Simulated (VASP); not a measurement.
# Ge in VASP: a series of runs

The runs below take Ge through single point, relaxation of cell and atoms, with PBEsol, r2SCAN, PBE, BLYP+D4.

All numbers are computed with VASP 6.6.1; they aren't measurements. Logs are shortened: lines on timing, memory, paths and dates and some standing lists are left out, and cuts for length are marked.

**1. The cell of the first run**

The typed cell holds 1 atom: a = 2.981 Å, b = 2.963 Å, c = 2.914 Å, α = 61.22°, β = 60.32°, γ = 60.50°.

**2. Single point, PBEsol**

Contents of INCAR:

```
PREC = Accurate
ENCUT = 520
EDIFF = 1E-7
ISMEAR = -1
SIGMA = 0.05
LREAL = False
LASPH = True
NELM = 100
ALGO = Normal
ISIF = 2
LWAVE = False
LCHARG = False
GGA = PS
NBANDS = 13
```

Contents of KPOINTS:

```
Automatic mesh
0
Gamma
  6 6 6
```

Contents of POSCAR:

```
Ge
1.0
   -0.0282083000      2.1019966500      2.1134578200
    2.0716247400     -0.0325513900      2.1178009100
    2.0429605600      2.0776755600     -0.0038872100
Ge
1
Direct
    0.0000000000      0.0000000000      0.0000000000
```

Potentials or basis: VASP PAW PBE potentials, release 64 (Ge_d).

The run is started by

```
$ cat potpaw_PBE.64/Ge_d/POTCAR > POTCAR
$ mpirun -np 1 vasp_std > vasp.out
```

OUTCAR:

```text
PREC = Accurate
   ENCUT = 520
   EDIFF = 1E-7
   ISMEAR = -1
   LREAL = False
   LASPH = True
   NELM = 100
   ISIF = 2
   GGA = PS

 ion  position               nearest neighbor table
   1  0.000  0.000  0.000-

  LATTYP: Found a triclinic cell.
 ALAT       =     2.9627300503
 B/A-ratio  =     1.0100697834
 C/A-ratio  =     1.0061399040
 COS(alpha) =     0.0053359435
 COS(beta)  =     0.4924352833
 COS(gamma) =     0.5212386751

  Lattice vectors:

 A1 = (  -2.0716247400,   0.0325513900,  -2.1178009100)
 A2 = (  -0.0286641800,   2.1102269500,  -2.1216881200)
 A3 = (   0.0282083000,  -2.1019966500,  -2.1134578200)

Analysis of symmetry for initial positions (statically):
=====================================================================
 Subroutine PRICEL returns:
 Original cell was already a primitive cell.

 Routine SETGRP: Setting up the symmetry group for a
 triclinic supercell.

 Subroutine GETGRP returns: Found  2 space group operations
 (whereof  2 operations were pure point group operations)
 out of a pool of  2 trial point group operations.

The static configuration has the point symmetry S_2 .

Analysis of symmetry for dynamics (positions and initial velocities):
=====================================================================
 Subroutine PRICEL returns:
 Original cell was already a primitive cell.

 Routine SETGRP: Setting up the symmetry group for a
 triclinic supercell.

 Subroutine GETGRP returns: Found  2 space group operations
 (whereof  2 operations were pure point group operations)
 out of a pool of  2 trial point group operations.

The dynamic configuration has the point symmetry S_2 .

 Subroutine INISYM returns: Found  2 space group operations
 (whereof  2 operations are pure point group operations),
 and found     1 'primitive' translations

----------------------------------------------------------------------------------------

                                     Primitive cell

  volume of cell :      18.4727

  direct lattice vectors                    reciprocal lattice vectors
    -0.028208300  2.101996650  2.113457820    -0.238187753  0.234650641  0.236601016
     2.071624740 -0.032551390  2.117800910     0.238148446 -0.233728457  0.235639525
     2.042960560  2.077675560 -0.003887210     0.244707081  0.240247785 -0.235678831

  length of vectors
     2.980920928  2.962730050  2.913835735     0.409602697  0.408496830  0.416107036
[... 79 lines left out ...]
   EDIFF  = 0.1E-06   stopping-criterion for ELM
   LREAL  =      F    real-space projection
   EDIFFG = 0.1E-05   stopping-criterion for IOM
   NSW    =      0    number of steps for IOM
   IBRION =     -1    ionic relax: 0-MD 1-quasi-New 2-CG
   NFREE  =      0    steps in history (QN), initial steepest desc. (CG)
   ISIF   =      2    stress and relaxation
   ISYM   =      2    0-nonsym 1-usesym 2-fastsym
   POTIM  = 0.5000    time-step for ionic-motion
   TEBEG  =    0.0;   TEEND  =   0.0 temperature during run
   PSTRESS=    0.0 pullay stress
   NELECT =      14.0000    total number of electrons
   NUPDOWN=      -1.0000    fix difference up-down
   EMIN   =  10.00;   EMAX   =-10.00  energy-range for DOS
   EFERMI =   0.00;   METHOD = LEGACY
   ISMEAR =    -1;   SIGMA  =   0.05  broadening in eV -4-tet -1-fermi 0-gaus
   EFERMI_NEDOS =   21; number of points for ismear=-14 and -15
   IALGO  =     38    algorithm
   IMIX   =      4    mixing-type and parameters
     AMIX     =   0.40;   BMIX     =  1.00
     AMIX_MAG =   1.60;   BMIX_MAG =  1.00
  volume/ion in A,a.u.               =      18.47       124.66
  Fermi-wavevector in a.u.,A,eV,Ry     =   1.492590  2.820586 30.311398  2.227825
  Thomas-Fermi vector in A             =   2.605099
   LORBIT       =      0    0 simple, 1 ext, 2 COOP (PROOUT), +10 PAW based schemes
   GGA     = PS    functional components
   LHFCALC =     F    Hartree Fock is set to
   AEXX    =    0.0000 exact exchange contribution
   IVDW    =     0    specifies the selected vdW correction
   LEPSILON=     F    determine dielectric tensor
   LRPA    =     F    only Hartree local field effects (RPA)
 non-spin polarized calculation
  energy-cutoff  :      520.00
  volume of cell :       18.47
 maximum number of plane-waves:       527
 NGX is ok and might be reduce to    24
   NGX = 11   NGY = 11   NGZ = 11

 number of electron      13.9999997 magnetization

 Free energy of the ion-electron system (eV)
  ---------------------------------------------------
  ext. energy  EPLUGINS =         0.00000000
  ---------------------------------------------------
  free energy    TOTEN  =        -4.50192177 eV

  energy without entropy =       -4.48972050  energy(sigma->0) =       -4.49582113

 E-fermi :   7.0016     XC(G=0): -11.5388

 val. band max:        7.0005013827   @ k =   0.5000   0.1667   0.5000
 cond. band min:       7.0091749354   @ k =  -0.0000   0.3333   0.5000
 fundamental gap:      0.0086735527
 Fermi energy:         7.0015684956

 k-point     1 :       0.0000    0.0000    0.0000
  band No.  band energies     occupation
      1     -17.7372      2.00000
      2     -17.7359      2.00000
      3     -17.7261      2.00000
      4     -17.6837      2.00000
      5     -17.6720      2.00000
      6      -6.4708      2.00000
      7      15.7232      0.00000
      8      16.0638      0.00000
      9      16.4509      0.00000
     10      20.7043      0.00000
     11      20.9962      0.00000
     12      21.6115      0.00000
     13      22.1072      0.00000
[... 354 lines left out ...]
  band No.  band energies     occupation
      1     -17.7416      2.00000
      2     -17.7177      2.00000
      3     -17.7013      2.00000
      4     -17.6545      2.00000
      5     -17.6281      2.00000
      6      -1.1904      2.00000
      7       2.5842      2.00000
      8      10.4101      0.00000
      9      12.3142      0.00000
     10      16.4624      0.00000
     11      22.3517      0.00000
     12      23.5791      0.00000
     13      26.6441      0.00000

 [... further k-points ...]
[... 5 lines left out ...]
  --------------------------------------------------------------------------------------
  -------------------------------------------------------------------------------------
  Total        0.2130848      0.2136451      0.3838691     -0.6146061     -0.1095596     -0.0045573
  in kB       18.4812819     18.5298748     33.2937599    -53.3060492     -9.5023286     -0.3952631
  external PRESSURE =      23.4349722 kB  Pullay stress =       0.0000000 kB

 VOLUME and BASIS-vectors are now :
 -----------------------------------------------------------------------------
  energy-cutoff  :      520.00
  volume of cell :       18.47
      direct lattice vectors                 reciprocal lattice vectors
    -0.028208300  2.101996650  2.113457820    -0.238187753  0.234650641  0.236601016
     2.071624740 -0.032551390  2.117800910     0.238148446 -0.233728457  0.235639525
     2.042960560  2.077675560 -0.003887210     0.244707081  0.240247785 -0.235678831

 POSITION                                       TOTAL-FORCE (eV/Angst)
 -----------------------------------------------------------------------------------
      0.00000      0.00000      0.00000        -0.000000     -0.000000     -0.000000
 -----------------------------------------------------------------------------------
    total drift:                               -0.000000     -0.000000     -0.000000

  FREE ENERGIE OF THE ION-ELECTRON SYSTEM (eV)
  ---------------------------------------------------
  free  energy   TOTEN  =        -4.5019217690 eV

  energy  without entropy=       -4.4897204983  energy(sigma->0) =       -4.49582113
```

OSZICAR:

```text
N       E                     dE             d eps       ncg     rms          rms(c)
DAV:   1     0.611608779317E+02    0.61161E+02   -0.70786E+03  3245   0.300E+03
DAV:   2     0.770676917440E+00   -0.60390E+02   -0.57523E+02  3050   0.412E+02
DAV:   3    -0.445532246287E+01   -0.52260E+01   -0.51994E+01  3337   0.702E+01
DAV:   4    -0.452049516575E+01   -0.65173E-01   -0.65159E-01  3462   0.845E+00
DAV:   5    -0.452108730504E+01   -0.59214E-03   -0.59213E-03  3402   0.884E-01    0.116E+00
DAV:   6    -0.450726090392E+01    0.13826E-01   -0.10549E-02  3727   0.228E+00    0.623E-01
DAV:   7    -0.450217984887E+01    0.50811E-02   -0.54811E-03  3707   0.127E+00    0.762E-02
DAV:   8    -0.450191759500E+01    0.26225E-03   -0.47526E-04  3567   0.519E-01    0.236E-02
DAV:   9    -0.450192144456E+01   -0.38496E-05   -0.48759E-06  3417   0.227E-02    0.484E-03
DAV:  10    -0.450192181349E+01   -0.36894E-06   -0.97074E-08  2655   0.594E-03    0.316E-04
DAV:  11    -0.450192176898E+01    0.44516E-07   -0.18084E-08  2191   0.264E-03
   1 F= -.45019218E+01 E0= -.44958211E+01  d E =-.122013E-01
```

stdout:

```text
POSCAR found type information on POSCAR Ge
 POSCAR found :  1 types and       1 ions
 scaLAPACK will be used
 -----------------------------------------------------------------------------
|                                                                             |
|                                                                             |
|     You enforced a specific xc type in the INCAR file but a different       |
|     I HOPE YOU KNOW WHAT YOU ARE DOING!                                     |
|                                                                             |
 -----------------------------------------------------------------------------

 LDA part: xc-table for (Slater+PW92), standard interpolation
 POSCAR, INCAR and KPOINTS ok, starting setup
 FFT: planning ... GRIDC
 FFT: planning ... GRID_SOFT
 FFT: planning ... GRID
 WAVECAR not read
 entering main loop
```

It took 9.8 s on 1 thread of Intel Xeon Platinum 8488C (Sapphire Rapids), shared host; peak memory 0.15 GiB.

What came out:

| Property | Result |
| --- | --- |
| Free energy | -4.5019 eV |
| Pressure | 2.3 GPa |
| Band gap on the k mesh | zero (band 7 reaches 15.72 eV, above the bottom of band 8 at 4.39 eV) |

Levels at points of the mesh, in eV from the Fermi level:
| k point | band 3 | band 4 | band 5 | band 6 | band 7 | band 8 | band 9 | band 10 | band 11 | band 12 |
| --- | --- | --- | --- | --- | --- | --- | --- | --- | --- | --- |
| (0.00, 0.00, 0.00) | -24.73 | -24.69 | -24.67 | -13.47 | 8.72 | 9.06 | 9.45 | 13.70 | 13.99 | 14.61 |
| (0.50, 0.00, 0.00) | -24.72 | -24.63 | -24.63 | -8.18 | -5.83 | 6.82 | 7.38 | 12.12 | 12.74 | 13.45 |
| (0.00, 0.50, 0.00) | -24.72 | -24.63 | -24.63 | -8.23 | -5.84 | 6.89 | 7.42 | 12.22 | 12.83 | 13.42 |
| (0.50, 0.50, 0.00) | -24.63 | -24.62 | -24.61 | -5.82 | -4.60 | 2.31 | 3.16 | 6.24 | 7.08 | 28.01 |
| (0.00, 0.00, 0.50) | -24.72 | -24.63 | -24.62 | -7.89 | -5.75 | 6.64 | 6.94 | 12.04 | 12.51 | 12.80 |
| (0.50, 0.00, 0.50) | -24.63 | -24.62 | -24.61 | -5.71 | -4.54 | 2.55 | 2.74 | 6.46 | 6.69 | 27.76 |
| (0.00, 0.50, 0.50) | -24.64 | -24.62 | -24.61 | -5.40 | -4.35 | 2.31 | 2.44 | 6.14 | 6.48 | 27.89 |
| (0.50, 0.50, 0.50) | -24.72 | -24.63 | -24.62 | -7.84 | -5.74 | 6.57 | 6.91 | 11.95 | 12.43 | 12.82 |

Caveat: the k points lie up to 0.44 Å⁻¹ apart; the PAW data sets were made with another functional, which shifts forces and pressure a little.

(Continued in part 2 of 2.)
